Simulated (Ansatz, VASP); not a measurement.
## Two plane-wave programs on Ti

```
Ti
1.0
     0.00000    1.86760    1.94880
     1.86760    0.00000    1.94880
     1.86760    1.86760    0.00000
Ti
1
Direct
  0.00000 0.00000 0.00000
```

Change from the starting cell: strain -0.080 along x and y, -0.040 along z, atoms carried along.

Alike in both runs: task single point; functional PBE; k mesh 20 × 20 × 20; occupations gaussian, width 0.15 eV; no spin polarisation.

|  | VASP | Ansatz |
| --- | --- | --- |
| version | VASP 6.6.1 | Ansatz 0.2.0 |
| potentials or method | VASP PAW PBE potentials, release 64 (Ti_sv), cutoff 520 eV | scalar-relativistic, plane waves, PAW |
| valence electrons in the cell | 12 | 12 |

VASP gave:

| Quantity | Value |
| --- | --- |
| gap on the k mesh at the Fermi level (eV) | none |
| pressure (GPa) | 38.9 |
| traceless stress, the component that is largest in VASP (GPa) | -0.84 |

**Question.** Which values does Ansatz return?

**Answer.** gap on the k mesh at the Fermi level (eV): none; pressure (GPa): 39.7; traceless stress, the component that is largest in VASP (GPa): -0.80.

A gap of «none» marks a metal or a gap that the smearing closes. Both programs put the cell under a high pressure, so it lies far from rest at this level.
